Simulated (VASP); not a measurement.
# CaO (Fm-3m) in VASP: further runs, part 2 of 2

VASP 6.6.1. Earlier steps stand in the parts before.

## Step 4: Vibrations by perturbation theory, PBEsol

This run uses another cell than the first one, of 12.92 Å³/atom, 0.962 times its volume.

The input, INCAR:

```
ALGO = Normal
EDIFF = 1E-8
ENCUT = 520
GGA = PS
IBRION = 8
ISIF = 2
ISMEAR = 0
LASPH = True
LCHARG = True
LEPSILON = True
LREAL = False
LWAVE = False
NELM = 60
NSW = 1
PREC = Accurate
SIGMA = 0.01
```

The input, KPOINTS:

```
k-points
0
Gamma
  8 8 8
```

The input, POSCAR:

```
CaO
1.0
    0.0000000000      2.3466146911      2.3466146911
    2.3466146911      0.0000000000      2.3466146911
    2.3466146911      2.3466146911      0.0000000000
Ca O
1 1
Direct
    0.0000000000      0.0000000000      0.0000000000
    0.5000000000      0.5000000000      0.5000000000
```

Potentials or basis: VASP PAW PBE potentials, release 64 (Ca_sv, O).

Launch:

```console
$ cat potpaw_PBE.64/Ca_sv/POTCAR potpaw_PBE.64/O/POTCAR > POTCAR
$ mpirun -np 1 vasp_std > vasp.out
```

OUTCAR:

```text
EDIFF = 1E-8
   ENCUT = 520
   GGA = PS
   IBRION = 8
   ISIF = 2
   ISMEAR = 0
   LASPH = True
   LEPSILON = True
   LREAL = False
   NELM = 60
   NSW = 1
   PREC = Accurate

 ion  position               nearest neighbor table
   1  0.000  0.000  0.000-   2 2.35   2 2.35   2 2.35   2 2.35   2 2.35   2 2.35
   2  0.500  0.500  0.500-   1 2.35   1 2.35   1 2.35   1 2.35   1 2.35   1 2.35

  LATTYP: Found a face centered cubic cell.
 ALAT       =     4.6932293822

  Lattice vectors:

[... 708 lines left out ...]
   6 f/i=    0.019308 THz     0.121317 2PiTHz    0.644051 cm-1     0.079852 meV
             X         Y         Z           dx          dy          dz
      0.000000  0.000000  0.000000     0.094179   -0.361606   -0.757100
      2.346615  2.346615  2.346615     0.059776   -0.229516   -0.480542

--------------------------------------------------------------------------------------------------------

 MACROSCOPIC STATIC DIELECTRIC TENSOR IONIC CONTRIBUTION
 ------------------------------------------------------
           9.560546     0.000000    -0.000000
           0.000000     9.560546    -0.000000
          -0.000000    -0.000000     9.560546
 ------------------------------------------------------

 ELASTIC MODULI CONTR FROM IONIC RELAXATION (kBar)
 Direction    XX          YY          ZZ          XY          YZ          ZX
 --------------------------------------------------------------------------------
 XX           0.0000      0.0000      0.0000      0.0000      0.0000      0.0000
 YY           0.0000      0.0000      0.0000      0.0000      0.0000      0.0000
 ZZ           0.0000      0.0000      0.0000      0.0000      0.0000      0.0000
 XY           0.0000      0.0000      0.0000      0.0000      0.0000      0.0000
 YZ           0.0000      0.0000      0.0000      0.0000      0.0000      0.0000
 ZX           0.0000      0.0000      0.0000      0.0000      0.0000      0.0000
 --------------------------------------------------------------------------------

 PIEZOELECTRIC TENSOR IONIC CONTR  for field in x, y, z        (C/m^2)
          XX          YY          ZZ          XY          YZ          ZX
  --------------------------------------------------------------------------------
  x     0.00000     0.00000     0.00000     0.00000     0.00000     0.00000
  y     0.00000     0.00000     0.00000     0.00000     0.00000     0.00000
  z     0.00000     0.00000     0.00000     0.00000     0.00000     0.00000
```

stdout:

```text
POSCAR found type information on POSCAR CaO
 POSCAR found :  2 types and       2 ions
 scaLAPACK will be used
 -----------------------------------------------------------------------------
|                                                                             |
|                                                                             |
[... 39 lines left out ...]
 first order change of Fermi-energy   0.22009E-03
 force on displaced ion       1 direction 1 :  -4.173   0.000   0.000
 Born effective charge ion    1 direction 1 :   2.378   0.000   0.000
 Linear response progress:
 first order change of Fermi-energy   0.73192E-04
 force on displaced ion       2 direction 1 :  -4.136   0.000   0.000
 Born effective charge ion    2 direction 1 :  -2.382   0.000   0.000
 Born effective charges drift removed
 Linear response finished
```

It took 5.1 min on 1 thread of Intel Xeon Platinum 8375C at 2.90GHz (Ice Lake), shared host; peak memory 0.21 GiB.

Results:

```
Electronic dielectric tensor (diagonal)                 : 3.89
Born charges (mean of the diagonal)                     : Ca +2.38; O -2.38 e
Highest phonon frequency at Γ, LO-TO splitting left out : 314 cm⁻¹
```

Phonon frequencies in cm⁻¹ (negative: imaginary):
| q point | frequencies |
| --- | --- |
| (0.000, 0.000, 0.000) | -1 -1 -1 314 314 314 |

Electronic dielectric tensor:
```
3.89 0.00 0.00
0.00 3.89 0.00
0.00 0.00 3.89
```

Born effective charge tensors (e):
atom 1, Ca
```
2.38 0.00 0.00
0.00 2.38 0.00
0.00 0.00 2.38
```
atom 2, O
```
-2.38  0.00  0.00
 0.00 -2.38  0.00
 0.00  0.00 -2.38
```

Caveat: the cell wasn't relaxed at this level first, which shifts response properties; the PAW data sets were made with another functional, which shifts forces and pressure a little.

## Step 5: Vibrations by perturbation theory, PBEsol

This run uses another cell than the first one, of 13.11 Å³/atom, 0.977 times its volume.

The input, INCAR:

```
SYSTEM = CaO
PREC = Accurate ; ENCUT = 520
EDIFF = 1E-8 ; ISMEAR = 0
SIGMA = 0.01 ; LREAL = .False.
LASPH = .True. ; NELM = 100
ALGO = Normal ; ISIF = 2
LWAVE = .False. ; LCHARG = .False.
GGA = PS ; IBRION = 8
NSW = 1 ; LEPSILON = .True.
```

The input, KPOINTS:

```
regular mesh
0
Gamma
  8 8 8
  0 0 0
```

The input, POSCAR:

```
CaO
1.0
    0.0000000000      2.3580842059      2.3580842059
    2.3580842059      0.0000000000      2.3580842059
    2.3580842059      2.3580842059      0.0000000000
Ca O
1 1
Direct
    0.0000000000      0.0000000000      0.0000000000
    0.5000000000      0.5000000000      0.5000000000
```

Potentials or basis: VASP PAW PBE potentials, release 64 (Ca_sv, O).

Launch:

```console
$ cat potpaw_PBE.64/Ca_sv/POTCAR potpaw_PBE.64/O/POTCAR > POTCAR
$ mpirun -np 1 vasp_std > vasp.out
```

OUTCAR:

```text
SYSTEM = CaO
   PREC = Accurate
   ENCUT = 520
   EDIFF = 1E-8
   ISMEAR = 0
   LREAL = .False.
   LASPH = .True.
   NELM = 100
   ISIF = 2
   GGA = PS
   IBRION = 8
   NSW = 1
   LEPSILON = .True.

 ion  position               nearest neighbor table
   1  0.000  0.000  0.000-   2 2.36   2 2.36   2 2.36   2 2.36   2 2.36   2 2.36
   2  0.500  0.500  0.500-   1 2.36   1 2.36   1 2.36   1 2.36   1 2.36   1 2.36

  LATTYP: Found a face centered cubic cell.
 ALAT       =     4.7161684118

  Lattice vectors:

 A1 = (   0.0000000000,   2.3580842059,   2.3580842059)
 A2 = (   2.3580842059,   0.0000000000,   2.3580842059)
 A3 = (   2.3580842059,   2.3580842059,   0.0000000000)

Analysis of symmetry for initial positions (statically):
=====================================================================
 Subroutine PRICEL returns:
 Original cell was already a primitive cell.
[... 661 lines left out ...]

 SECOND DERIVATIVES (NOT SYMMETRIZED)
 ------------------------------------
               1X          1Y          1Z          2X          2Y          2Z
  1X    -3.869964    0.000000    0.000000    3.869964    0.000000    0.000000
  1Y     0.000000   -3.869964    0.000000    0.000000    3.869964    0.000000
  1Z     0.000000    0.000000   -3.869964    0.000000    0.000000    3.869964
  2X     3.861027    0.000000    0.000000   -3.861027    0.000000    0.000000
  2Y     0.000000    3.861027    0.000000    0.000000   -3.861027    0.000000
  2Z     0.000000    0.000000    3.861027    0.000000    0.000000   -3.861027

 Eigenvectors and eigenvalues of the dynamical matrix
 ----------------------------------------------------

   1 f  =    9.087174 THz    57.096395 2PiTHz  303.115483 cm-1    37.581513 meV
             X         Y         Z           dx          dy          dz
      0.000000  0.000000  0.000000     0.000000    0.534592    0.000000
      2.358084  2.358084  2.358084    -0.000000   -0.845110    0.000000
[... 21 lines left out ...]
   6 f/i=    0.004746 THz     0.029820 2PiTHz    0.158307 cm-1     0.019628 meV
             X         Y         Z           dx          dy          dz
      0.000000  0.000000  0.000000    -0.289196    0.794089    0.000000
      2.358084  2.358084  2.358084    -0.182937    0.502317    0.000000

--------------------------------------------------------------------------------------------------------

 MACROSCOPIC STATIC DIELECTRIC TENSOR IONIC CONTRIBUTION
 ------------------------------------------------------
          10.072168    -0.000000     0.000000
          -0.000000    10.072168    -0.000000
           0.000000    -0.000000    10.072168
 ------------------------------------------------------

 ELASTIC MODULI CONTR FROM IONIC RELAXATION (kBar)
 Direction    XX          YY          ZZ          XY          YZ          ZX
 --------------------------------------------------------------------------------
 XX           0.0000      0.0000      0.0000      0.0000      0.0000      0.0000
 YY           0.0000      0.0000      0.0000      0.0000      0.0000      0.0000
 ZZ           0.0000      0.0000      0.0000      0.0000      0.0000      0.0000
 XY           0.0000      0.0000      0.0000      0.0000      0.0000      0.0000
 YZ           0.0000      0.0000      0.0000      0.0000      0.0000      0.0000
 ZX           0.0000      0.0000      0.0000      0.0000      0.0000      0.0000
 --------------------------------------------------------------------------------

 PIEZOELECTRIC TENSOR IONIC CONTR  for field in x, y, z        (C/m^2)
          XX          YY          ZZ          XY          YZ          ZX
  --------------------------------------------------------------------------------
  x     0.00000     0.00000     0.00000     0.00000     0.00000     0.00000
  y     0.00000     0.00000     0.00000     0.00000     0.00000     0.00000
  z     0.00000     0.00000     0.00000     0.00000     0.00000     0.00000
```

OSZICAR:

```text
N       E                     dE             d eps       ncg     rms          rms(c)
DAV:   1     0.127368128900E+03    0.12737E+03   -0.85443E+03   696   0.136E+03
DAV:   2    -0.881935182424E+01   -0.13619E+03   -0.12655E+03   820   0.334E+02
DAV:   3    -0.147387395402E+02   -0.59194E+01   -0.58732E+01   872   0.739E+01
[... 258 lines left out ...]
RMM:  11    -0.361944209166E+00   -0.24664E-06    0.64399E-07  3265   0.371E-04    0.249E-05
RMM:  12    -0.361944416324E+00   -0.20716E-06   -0.46078E-07  3088   0.191E-04    0.355E-06
RMM:  13    -0.361944397945E+00    0.18379E-07    0.24356E-07  3365   0.920E-05    0.402E-06
RMM:  14    -0.361944423702E+00   -0.25757E-07   -0.14385E-07  3185   0.483E-05    0.185E-06
RMM:  15    -0.361944426492E+00   -0.27898E-08    0.17719E-08  3235   0.260E-05    0.920E-07
 Linear response finished
```

It took 10 min on 1 thread of AMD EPYC 7R43 (Zen 3), shared host; peak memory 0.16 GiB.

Results:

| Quantity | Value |
| --- | --- |
| Electronic dielectric tensor (diagonal) | 3.88 |
| Born charges (mean of the diagonal) | Ca +2.38; O -2.38 e |
| Highest phonon frequency at Γ, LO-TO splitting left out | 303 cm⁻¹ |

Phonon frequencies in cm⁻¹ (negative: imaginary):
```tsv
q point	frequencies
(0.000, 0.000, 0.000)	0 0 0 303 303 303
```

Electronic dielectric tensor:
```
3.88 0.00 0.00
0.00 3.88 0.00
0.00 0.00 3.88
```

Born effective charge tensors (e):
atom 1, Ca
```
2.38 0.00 0.00
0.00 2.38 0.00
0.00 0.00 2.38
```
atom 2, O
```
-2.38  0.00  0.00
 0.00 -2.38  0.00
 0.00  0.00 -2.38
```

Caveat: the cell wasn't relaxed at this level first, which shifts response properties; the PAW data sets were made with another functional, which shifts forces and pressure a little.
